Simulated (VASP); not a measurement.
# Cl (Pnma) in VASP: a series of runs

Runs on Cl. Level: PBE. Tasks: single point, relaxation of cell and atoms.

All numbers are computed with VASP 6.6.1; they aren't measurements. Logs are shortened: lines on timing, memory, paths and dates and some standing lists are left out, and cuts for length are marked.

### 1 The cell of the first run

Symmetry: Pnma, No. 62, orthorhombic system. Conventional cell: a = 3.973 Å, b = 3.003 Å, c = 9.015 Å, α = 90.00°, β = 90.00°, γ = 90.00°. Within 3.4 Å of Cl (site symmetry m) lie 6 Cl at 2.54 to 3.20 Å.

### 2 Single point, PBE

INCAR reads:

```
  PREC = Accurate
  ENCUT = 520
  EDIFF = 1E-6
  ISMEAR = 0
  SIGMA = 0.1
  LREAL = False
  LASPH = True
  NELM = 80
  ALGO = Normal
  ISIF = 2
  LWAVE = False
  LCHARG = False
  GGA = PE
  NBANDS = 22
```

KPOINTS reads:

```
regular mesh
0
Gamma
  4 6 2
```

POSCAR reads:

```
Cl
1.0
    3.9725844825      0.0000000000      0.0000000000
    0.0000000000      3.0026914142      0.0000000000
    0.0000000000      0.0000000000      9.0151694556
Cl
4
Direct
    0.0583634288      0.2500000000      0.8890828651
    0.4416365712      0.7500000000      0.3890828651
    0.5583634288      0.2500000000      0.6109171349
    0.9416365712      0.7500000000      0.1109171349
```

Potentials or basis: VASP PAW PBE potentials, release 64 (Cl).

Command:

```sh
$ cat potpaw_PBE.64/Cl/POTCAR > POTCAR
$ mpirun -np 1 vasp_std > vasp.out
```

OUTCAR:

```text
PREC = Accurate
   ENCUT = 520
   EDIFF = 1E-6
   ISMEAR = 0
   LREAL = False
   LASPH = True
   NELM = 80
   ISIF = 2
   GGA = PE

 ion  position               nearest neighbor table
   1  0.058  0.250  0.889-   4 2.54   4 2.54
   2  0.442  0.750  0.389-   3 2.54   3 2.54
   3  0.558  0.250  0.611-   2 2.54   2 2.54
   4  0.942  0.750  0.111-   1 2.54   1 2.54

  LATTYP: Found a simple orthorhombic cell.
 ALAT       =     3.0026914142
 B/A-ratio  =     1.3230079067
 C/A-ratio  =     3.0023629511

  Lattice vectors:

 A1 = (   0.0000000000,  -3.0026914142,   0.0000000000)
 A2 = (   3.9725844825,   0.0000000000,   0.0000000000)
 A3 = (   0.0000000000,   0.0000000000,   9.0151694556)

Analysis of symmetry for initial positions (statically):
=====================================================================
 Subroutine PRICEL returns:
 Original cell was already a primitive cell.

 Routine SETGRP: Setting up the symmetry group for a
 simple orthorhombic supercell.

 Subroutine GETGRP returns: Found  8 space group operations
 (whereof  2 operations were pure point group operations)
 out of a pool of  8 trial point group operations.

The static configuration has the point symmetry S_2 .
 The point group associated with its full space group is D_2h.

Analysis of symmetry for dynamics (positions and initial velocities):
=====================================================================
 Subroutine PRICEL returns:
 Original cell was already a primitive cell.

 Routine SETGRP: Setting up the symmetry group for a
 simple orthorhombic supercell.

 Subroutine GETGRP returns: Found  8 space group operations
 (whereof  2 operations were pure point group operations)
 out of a pool of  8 trial point group operations.

The dynamic configuration has the point symmetry S_2 .
 The point group associated with its full space group is D_2h.

 Subroutine INISYM returns: Found  8 space group operations
 (whereof  2 operations are pure point group operations),
 and found     1 'primitive' translations

----------------------------------------------------------------------------------------

                                     Primitive cell

  volume of cell :     107.5370

  direct lattice vectors                    reciprocal lattice vectors
[... 88 lines left out ...]
   ENCUT  =  520.0 eV  38.22 Ry    6.18 a.u.   7.39  5.58 16.76*2*pi/ulx,y,z
   NELM   =     80;   NELMIN=  2; NELMDL= -5     # of ELM steps
   EDIFF  = 0.1E-05   stopping-criterion for ELM
   LREAL  =      F    real-space projection
   EDIFFG = 0.1E-04   stopping-criterion for IOM
   NSW    =      0    number of steps for IOM
   IBRION =     -1    ionic relax: 0-MD 1-quasi-New 2-CG
   NFREE  =      0    steps in history (QN), initial steepest desc. (CG)
   ISIF   =      2    stress and relaxation
   ISYM   =      2    0-nonsym 1-usesym 2-fastsym
   POTIM  = 0.5000    time-step for ionic-motion
   TEBEG  =    0.0;   TEEND  =   0.0 temperature during run
   PSTRESS=    0.0 pullay stress
   NELECT =      28.0000    total number of electrons
   NUPDOWN=      -1.0000    fix difference up-down
   EMIN   =  10.00;   EMAX   =-10.00  energy-range for DOS
   EFERMI =   0.00;   METHOD = LEGACY
   ISMEAR =     0;   SIGMA  =   0.10  broadening in eV -4-tet -1-fermi 0-gaus
   EFERMI_NEDOS =   21; number of points for ismear=-14 and -15
   IALGO  =     38    algorithm
   IMIX   =      4    mixing-type and parameters
     AMIX     =   0.40;   BMIX     =  1.00
     AMIX_MAG =   1.60;   BMIX_MAG =  1.00
  volume/ion in A,a.u.               =      26.88       181.42
  Fermi-wavevector in a.u.,A,eV,Ry     =   1.045382  1.975485 14.868761  1.092823
  Thomas-Fermi vector in A             =   2.180175
   LORBIT       =      0    0 simple, 1 ext, 2 COOP (PROOUT), +10 PAW based schemes
   GGA     = PE    functional components
   LHFCALC =     F    Hartree Fock is set to
   AEXX    =    0.0000 exact exchange contribution
   IVDW    =     0    specifies the selected vdW correction
   LEPSILON=     F    determine dielectric tensor
   LRPA    =     F    only Hartree local field effects (RPA)
 non-spin polarized calculation
 Gauss-broadening in eV      SIGMA  =   0.10
  energy-cutoff  :      520.00
  volume of cell :      107.54
 maximum number of plane-waves:      2923
 NGX is ok and might be reduce to    30
   NGX = 15   NGY = 11   NGZ = 33

 number of electron      27.9999998 magnetization

 Free energy of the ion-electron system (eV)
  ---------------------------------------------------
  ext. energy  EPLUGINS =         0.00000000
  ---------------------------------------------------
  free energy    TOTEN  =        -4.63927991 eV

  energy without entropy =       -4.61766884  energy(sigma->0) =       -4.62847438

 E-fermi :   0.2248     XC(G=0):  -8.1352

 val. band max:        0.2030096706   @ k =   0.0000   0.5000   0.0000
 cond. band min:       0.2717559125   @ k =   0.2500   0.3333   0.0000
 fundamental gap:      0.0687462418
 Fermi energy:         0.2247816925

 k-point     1 :       0.0000    0.0000    0.0000
  band No.  band energies     occupation
      1     -15.6672      2.00000
      2     -15.3354      2.00000
      3     -13.6248      2.00000
      4     -13.0082      2.00000
      5      -4.4567      2.00000
      6      -3.0370      2.00000
[... 589 lines left out ...]
     21      11.7180      0.00000
     22      11.7180      0.00000

------------------------ aborting loop because EDIFF is reached ----------------------------------------

  FORCE on cell =-STRESS in cart. coord.  units (eV):
  Direction    XX          YY          ZZ          XY          YZ          ZX
  --------------------------------------------------------------------------------------
  -------------------------------------------------------------------------------------
  Total        0.0030157     -0.2819434     -0.1914988     -0.0000000      0.0000000      0.0000000
  in kB        0.0449305     -4.2006339     -2.8531127     -0.0000000      0.0000000      0.0000000
  external PRESSURE =      -2.3362720 kB  Pullay stress =       0.0000000 kB

 VOLUME and BASIS-vectors are now :
 -----------------------------------------------------------------------------
  energy-cutoff  :      520.00
  volume of cell :      107.54
      direct lattice vectors                 reciprocal lattice vectors
     3.972584482  0.000000000  0.000000000     0.251725295  0.000000000  0.000000000
     0.000000000  3.002691414  0.000000000     0.000000000  0.333034555  0.000000000
     0.000000000  0.000000000  9.015169456     0.000000000  0.000000000  0.110924149

 POSITION                                       TOTAL-FORCE (eV/Angst)
 -----------------------------------------------------------------------------------
      0.23185      0.75067      8.01523         0.003064      0.000000      0.052763
      1.75444      2.25202      3.50765        -0.003064      0.000000      0.052763
      2.21815      0.75067      5.50752         0.003064     -0.000000     -0.052763
      3.74073      2.25202      0.99994        -0.003064     -0.000000     -0.052763
 -----------------------------------------------------------------------------------
    total drift:                               -0.000000      0.000000      0.000000

  FREE ENERGIE OF THE ION-ELECTRON SYSTEM (eV)
  ---------------------------------------------------
  free  energy   TOTEN  =        -4.6392799102 eV

  energy  without entropy=       -4.6176688422  energy(sigma->0) =       -4.62847438
```

stdout:

```text
POSCAR found type information on POSCAR Cl
 POSCAR found :  1 types and       4 ions
 scaLAPACK will be used
 LDA part: xc-table for (Slater+PW92), standard interpolation
 POSCAR, INCAR and KPOINTS ok, starting setup
 FFT: planning ... GRIDC
 FFT: planning ... GRID_SOFT
 FFT: planning ... GRID
 WAVECAR not read
 entering main loop
```

Wall time 23 s (1 thread of Intel Xeon 6975P-C (Granite Rapids), shared host); peak memory 0.22 GiB.

What came out:

```
Free energy            : -4.6393 eV
Pressure               : -0.2 GPa
Largest force          : 0.053 eV/Å
Band gap on the k mesh : zero (band 14 reaches 0.86 eV, above the bottom of band 15 at -0.21 eV)
```

Forces on the atoms (eV/Å):
```
Cl   0.003  0.000  0.053
Cl  -0.003  0.000  0.053
Cl   0.003  0.000 -0.053
Cl  -0.003  0.000 -0.053
```

Caveat: the k points lie up to 0.40 Å⁻¹ apart.

### 3 Single point, PBE

This run uses another cell than the first one, of 28.28 Å³/atom, 1.052 times its volume.

INCAR reads:

```
SYSTEM = Cl
PREC = Accurate
ENCUT = 520
EDIFF = 1E-6
ISMEAR = 0
SIGMA = 0.1
LREAL = .False.
LASPH = .True.
NELM = 100
ALGO = Normal
ISIF = 2
LWAVE = .False.
LCHARG = .False.
GGA = PE
NBANDS = 22
```

KPOINTS reads:

```
Automatic mesh
0
Gamma
  4 6 2
  0 0 0
```

POSCAR reads:

```
Cl
1.0
    4.0184486800      0.0000000000      0.0000000000
    0.0000000000      3.2483627300      0.0000000000
    0.0000000000      0.0000000000      8.6669681300
Cl
4
Direct
    0.0469999900      0.2500000000      0.8930000100
    0.4530000100      0.7500000000      0.3930000100
    0.5469999900      0.2500000000      0.6069999900
    0.9530000100      0.7500000000      0.1069999900
```

Potentials or basis: VASP PAW PBE potentials, release 64 (Cl).

Command:

```sh
$ cat potpaw_PBE.64/Cl/POTCAR > POTCAR
$ mpirun -np 1 vasp_std > vasp.out
```

Run time: 22 s. Hardware: 1 thread of Intel Xeon 6975P-C (Granite Rapids), shared host; peak memory 0.21 GiB.

Results (log left out):

| Item | Value |
| --- | --- |
| Free energy | -4.3961 eV |
| Pressure | 0.5 GPa |
| Largest force | 0.732 eV/Å |
| Band gap on the k mesh | zero (band 14 reaches 0.22 eV, above the bottom of band 15 at -0.16 eV) |

Forces in eV/Å, atoms in the order of the input:
```
Cl   0.145  0.000 -0.717
Cl  -0.145  0.000 -0.717
Cl   0.145  0.000  0.717
Cl  -0.145  0.000  0.717
```

Stress tensor (GPa, compression positive):
```
-0.03  0.00  0.00
 0.00 -2.80  0.00
 0.00  0.00  4.21
```

Levels at points of the mesh, in eV from the Fermi level:
```csv
k point,band 12,band 13,band 14,band 15,band 16,band 17
"(0.00, 0.00, 0.00)",-0.82,-0.47,0.08,0.45,0.47,6.67
"(0.50, 0.00, 0.00)",-1.77,0.26,0.26,0.30,0.30,9.21
"(0.00, 0.50, 0.00)",-1.20,-0.79,-0.79,0.36,0.36,9.41
"(0.50, 0.50, 0.00)",-2.09,-0.07,-0.07,-0.07,-0.07,8.06
"(0.00, 0.00, 0.50)",-0.91,-0.08,-0.08,0.28,0.28,6.93
"(0.50, 0.00, 0.50)",-1.08,-0.07,-0.07,0.30,0.30,9.11
"(0.00, 0.50, 0.50)",-1.16,-0.34,-0.34,-0.06,-0.06,9.06
"(0.50, 0.50, 0.50)",-2.06,-0.12,-0.12,-0.12,-0.12,8.26
```

Caveat: the k points lie up to 0.39 Å⁻¹ apart.

### 4 Relaxation of cell and atoms, PBE

This run uses another cell than the first one, of 28.28 Å³/atom, 1.052 times its volume.

INCAR reads:

```
PREC = Accurate ; ENCUT = 600
EDIFF = 1E-6 ; ISMEAR = 0
SIGMA = 0.1 ; LREAL = False
LASPH = True ; NELM = 80
ALGO = Normal ; ISIF = 3
LWAVE = False ; LCHARG = False
GGA = PE ; IBRION = 2
NSW = 90 ; EDIFFG = -0.04
```

KPOINTS reads:

```
Automatic mesh
0
Gamma
  4 6 2
```

POSCAR is that of step 3.

Command:

```sh
$ cat potpaw_PBE.64/Cl/POTCAR > POTCAR
$ mpirun -np 1 vasp_std > vasp.out
```

It took 2 min on 1 thread of Intel Xeon 6975P-C (Granite Rapids), shared host; peak memory 0.25 GiB.

Results (log left out):

- Free energy: -4.6377 eV
- Relaxed volume: 26.83 Å³/atom
- Relaxed cell: a = 3.993 Å, b = 2.994 Å, c = 8.977 Å, α = 90.00°, β = 90.00°, γ = 90.00°
- Space group after relaxing (to 0.05 Å): Pnma (No. 62)
- Energy gained by relaxing: 60.3 meV/atom
- Ionic steps: 8
- Pressure after relaxing: 0.1 GPa
- Largest force after relaxing: 0.033 eV/Å
- Band gap on the k mesh: zero (band 14 reaches 0.91 eV, above the bottom of band 15 at -0.16 eV)

Forces on the atoms (eV/Å):
```
Cl   0.015  0.000  0.030
Cl  -0.015  0.000  0.030
Cl   0.015  0.000 -0.030
Cl  -0.015  0.000 -0.030
```

Stress tensor (GPa, compression positive):
```
 0.06  0.00  0.00
 0.00 -0.05  0.00
 0.00  0.00  0.20
```

Step by step:
```csv
step,energy change (eV),largest force (eV/Å),pressure (GPa),volume (Å³)
1,0.0000,0.7316,0.51,113.13
2,-0.1647,0.0662,-1.26,114.51
3,-0.1738,0.0777,-1.57,114.81
4,-0.2291,0.1210,-0.81,110.30
5,-0.2374,0.1493,-0.34,108.20
6,-0.2374,0.1520,-0.30,108.03
7,-0.2412,0.0213,0.13,107.20
8,-0.2413,0.0332,0.07,107.31
```

Final structure:
```
Cl
1.0
     3.99266    0.00000    0.00000
     0.00000    2.99400    0.00000
     0.00000    0.00000    8.97715
Cl
4
Direct
  0.04930 0.25000 0.88813
  0.45070 0.75000 0.38813
  0.54930 0.25000 0.61187
  0.95070 0.75000 0.11187
```

Levels at points of the mesh, in eV from the Fermi level:
| k point | band 11 | band 12 | band 13 | band 14 | band 15 | band 16 | band 17 | band 18 |
| --- | --- | --- | --- | --- | --- | --- | --- | --- |
| (0.00, 0.00, 0.00) | -1.12 | -0.67 | -0.61 | 0.58 | 0.74 | 0.92 | 6.83 | 6.89 |
| (0.50, 0.00, 0.00) | -1.18 | -1.18 | 0.45 | 0.45 | 0.77 | 0.77 | 9.58 | 9.58 |
| (0.00, 0.50, 0.00) | -1.34 | -1.34 | -0.84 | -0.84 | -0.02 | -0.02 | 9.59 | 9.59 |
| (0.50, 0.50, 0.00) | -1.98 | -1.98 | -0.39 | -0.39 | -0.39 | -0.39 | 8.04 | 8.04 |
| (0.00, 0.00, 0.50) | -1.03 | -1.03 | 0.13 | 0.13 | 0.76 | 0.76 | 7.01 | 7.01 |
| (0.50, 0.00, 0.50) | -1.18 | -1.18 | 0.14 | 0.14 | 0.77 | 0.77 | 9.43 | 9.43 |
| (0.00, 0.50, 0.50) | -1.06 | -1.06 | -0.70 | -0.70 | -0.37 | -0.37 | 9.35 | 9.35 |
| (0.50, 0.50, 0.50) | -1.95 | -1.95 | -0.43 | -0.43 | -0.43 | -0.43 | 8.24 | 8.24 |

Caveat: the k points lie up to 0.39 Å⁻¹ apart in the final cell.

### 5 Single point, PBE

This run uses another cell than the first one, of 28.41 Å³/atom, 1.057 times its volume.

INCAR reads:

```
SYSTEM = Cl
ALGO = Normal ; EDIFF = 1E-7
ENCUT = 520 ; GGA = PE
ISIF = 2 ; ISMEAR = 0
LASPH = .TRUE. ; LCHARG = .TRUE.
LELF = .TRUE. ; LREAL = .FALSE.
LVHAR = .TRUE. ; LWAVE = .FALSE.
NBANDS = 22 ; NELM = 80
PREC = Accurate ; SIGMA = 0.1
```

KPOINTS reads:

```
k-points
0
G
  12 16 6
  0 0 0
```

POSCAR reads:

```
Cl
1.0
    4.1428811665      0.0000000000      0.0000000000
    0.0000000000      2.8959541763      0.0000000000
    0.0000000000      0.0000000000      9.4708989257
Cl
4
Direct
    0.0489495764      0.2500000000      0.8932448968
    0.4510504236      0.7500000000      0.3932448968
    0.5489495764      0.2500000000      0.6067551032
    0.9510504236      0.7500000000      0.1067551032
```

Command:

```sh
$ cat potpaw_PBE.64/Cl/POTCAR > POTCAR
$ mpirun -np 1 vasp_std > vasp.out
```

It took 3.9 min on 1 thread of Intel Xeon 6975P-C (Granite Rapids), shared host; peak memory 0.52 GiB.

The run converged. Its results:

```yaml
Free_energy: -4.7217 eV
Pressure: -0.1 GPa
Largest_force: 0.019 eV/Å
Band_gap_on_the_k_mesh: zero (band 14 reaches 0.62 eV, above the bottom of band 15 at -0.75 eV)
```

Forces on the atoms (eV/Å):
```
Cl  -0.004  0.000  0.018
Cl   0.004  0.000  0.018
Cl  -0.004  0.000 -0.018
Cl   0.004  0.000 -0.018
```

Stress tensor (GPa, compression positive):
```
-0.05  0.00  0.00
 0.00 -0.13  0.00
 0.00  0.00 -0.13
```

Levels at points of the mesh, in eV from the Fermi level:
```csv
k point,band 10,band 11,band 12,band 13,band 14,band 15,band 16,band 17,band 18,band 19
"(0.00, 0.00, 0.00)",-1.05,-0.99,-0.94,-0.61,0.59,0.81,0.98,6.41,6.63,8.52
"(0.50, 0.00, 0.00)",-1.91,-0.97,-0.97,0.24,0.24,0.91,0.91,9.33,9.33,9.58
"(0.00, 0.50, 0.00)",-1.52,-1.35,-1.35,-1.06,-1.06,-0.39,-0.39,9.27,9.27,9.67
"(0.50, 0.50, 0.00)",-1.87,-1.87,-1.87,-0.68,-0.68,-0.68,-0.68,8.04,8.04,8.04
"(0.00, 0.00, 0.50)",-1.29,-1.00,-1.00,0.05,0.05,0.90,0.90,6.65,6.65,8.65
"(0.50, 0.00, 0.50)",-1.56,-0.97,-0.97,0.05,0.05,0.91,0.91,9.26,9.26,9.89
"(0.00, 0.50, 0.50)",-1.52,-1.22,-1.22,-0.94,-0.94,-0.61,-0.61,9.22,9.22,9.96
"(0.50, 0.50, 0.50)",-1.86,-1.86,-1.86,-0.70,-0.70,-0.70,-0.70,8.19,8.19,8.19
```

### 6 Summary

| task | cell | k mesh | cutoff (eV) | gap on the mesh (eV) | pressure (GPa) | largest force (eV/Å) |
| --- | --- | --- | --- | --- | --- | --- |
| single point | a = 3.973, b = 3.003, c = 9.015 Å, 4 atoms | 4 × 6 × 2 | 520 | none | -0.2 | 0.05 |
| single point | a = 4.018, b = 3.248, c = 8.667 Å, 4 atoms | 4 × 6 × 2 | 520 | none | 0.5 | 0.73 |
| relaxation of cell and atoms | relaxed from a = 4.018, b = 3.248, c = 8.667 Å, 4 atoms | 4 × 6 × 2 | 600 | none | 0.1 | 0.03 |
| single point | a = 4.143, b = 2.896, c = 9.471 Å, 4 atoms | 12 × 16 × 6 | 520 | none | -0.1 | 0.02 |

Alike in all rows: level PBE; potentials or basis VASP PAW PBE potentials, release 64 (Cl); no spin polarisation; smearing gaussian 0.1 eV.

Caveats: some runs use coarse meshes.

Total energies depend on the potentials used, so only differences within one code and one set of settings carry meaning.
